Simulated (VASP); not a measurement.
Wanted: the native input for a VASP 6.6.1 run.

```
Task                               : single point
Functional                         : r2SCAN0
Potentials or basis                : VASP PAW PBE potentials, release 64 (Si, Se)
Cutoff                             : 520 eV
k mesh                             : 5 × 5 × 4
Occupations                        : fermi-dirac, width 0.05 eV
Spin                               : no spin polarisation
Dipole correction                  : no
Grid for exact exchange (PRECFOCK) : Normal
Further INCAR settings             : ALGO = Normal; EDIFF = 1e-06; NBANDS = 12
Share of exact exchange            : 0.25
```

SiSe:

```
CELL_PARAMETERS angstrom
3.64251 0.00000 0.00000
-1.82126 3.15450 0.00000
0.00000 0.00000 3.64609
ATOMIC_POSITIONS crystal
Si 0.66667 0.33333 0.50000
Se 0.00000 0.00000 0.00000
```

The input as run:

POSCAR

```
SiSe
1.0
    3.6425106886      0.0000000000      0.0000000000
   -1.8212553443      3.1545021986      0.0000000000
    0.0000000000      0.0000000000      3.6460871413
Si Se
1 1
Direct
    0.6666700000      0.3333300000      0.5000000000
    0.0000000000      0.0000000000      0.0000000000
```

INCAR.step1

```
SYSTEM = SiSe
PREC = Accurate
ENCUT = 520
EDIFF = 1E-5
ISMEAR = -1
SIGMA = 0.05
LREAL = .FALSE.
LASPH = .TRUE.
NELM = 60
ALGO = Normal
ISIF = 2
LWAVE = .TRUE.
LCHARG = .FALSE.
NBANDS = 12
GGA = PE
```

INCAR.step2

```
SYSTEM = SiSe
PREC = Accurate
ENCUT = 520
EDIFF = 1E-6
ISMEAR = -1
SIGMA = 0.05
LREAL = .FALSE.
LASPH = .TRUE.
NELM = 60
ALGO = Normal
ISIF = 2
LWAVE = .FALSE.
LCHARG = .FALSE.
METAGGA = R2SCAN
LHFCALC = .TRUE.
AEXX = 0.25
LMIXTAU = .TRUE.
PRECFOCK = Normal
NBANDS = 12
ISTART = 1
```

KPOINTS

```
Automatic mesh
0
G
  5 5 4
  0 0 0
```

Potentials or basis: VASP PAW PBE potentials, release 64 (Si, Se).

The run is started by

```console
$ cat potpaw_PBE.64/Si/POTCAR potpaw_PBE.64/Se/POTCAR > POTCAR
$ cp INCAR.step1 INCAR
$ mpirun -np 1 vasp_std > vasp.out
$ cp INCAR.step2 INCAR
$ mpirun -np 1 vasp_std > vasp.out
```

Results of the run:

```
Pressure               : -5.3 GPa
Band gap on the k mesh : zero (bands 5 and 6 overlap by 3.88 eV)
```

Caveat: the k points lie up to 0.43 Å⁻¹ apart, too coarse for converged energies and pressures of a metal; the PAW data sets were made with another functional, which shifts forces and pressure a little.

It took 8.3 min on 1 thread of Intel(R) Xeon(R) Platinum 8488C (Sapphire Rapids) (shared host), peak memory 0.18 GiB.
